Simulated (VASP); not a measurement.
Cs:

```
CELL_PARAMETERS angstrom
-3.12847 3.12847 3.12847
3.12847 -3.12847 3.12847
3.12847 3.12847 -3.12847
ATOMIC_POSITIONS crystal
Cs 0.00000 0.00000 0.00000
```

```yaml
Program: VASP 6.6.1
Task: relaxation of cell and atoms
Functional: PBEsol
Potentials_or_basis: VASP PAW PBE potentials, release 64 (Cs_sv)
Cutoff: 600 eV
k_mesh: 6 × 6 × 6
Occupations: fermi-dirac, width 0.05 eV
Spin: no spin polarisation
```

At the start: pressure -0.2 GPa; volume 122.48 Å³/atom.

Problem. Where does the relaxation end?

Solution. Over 4 steps the energy falls by 9.0 meV/atom and the volume is 108.54 Å³/atom (-11.4 %); space group Im-3m (No. 229, to 0.05 Å).

The path:
| step | energy change (eV) | largest force (eV/Å) | pressure (GPa) | volume (Å³) |
| --- | --- | --- | --- | --- |
| 1 | 0.0000 | 0.0000 | -0.20 | 122.48 |
| 2 | -0.0030 | 0.0000 | -0.17 | 119.84 |
| 3 | -0.0084 | 0.0000 | -0.06 | 112.16 |
| 4 | -0.0090 | 0.0000 | 0.01 | 108.54 |

Final structure:
```cif
data_structure
_symmetry_space_group_name_H-M 'P 1'
_symmetry_Int_Tables_number 1
_cell_length_a 5.2048
_cell_length_b 5.2048
_cell_length_c 5.2048
_cell_angle_alpha 109.471
_cell_angle_beta 109.471
_cell_angle_gamma 109.471
_cell_volume 108.54
loop_
_atom_site_label
_atom_site_type_symbol
_atom_site_fract_x
_atom_site_fract_y
_atom_site_fract_z
_atom_site_occupancy
Cs1 Cs 0.00000 0.00000 0.00000 1
```

Caveat: the PAW data sets were made with another functional, which shifts forces and pressure a little.
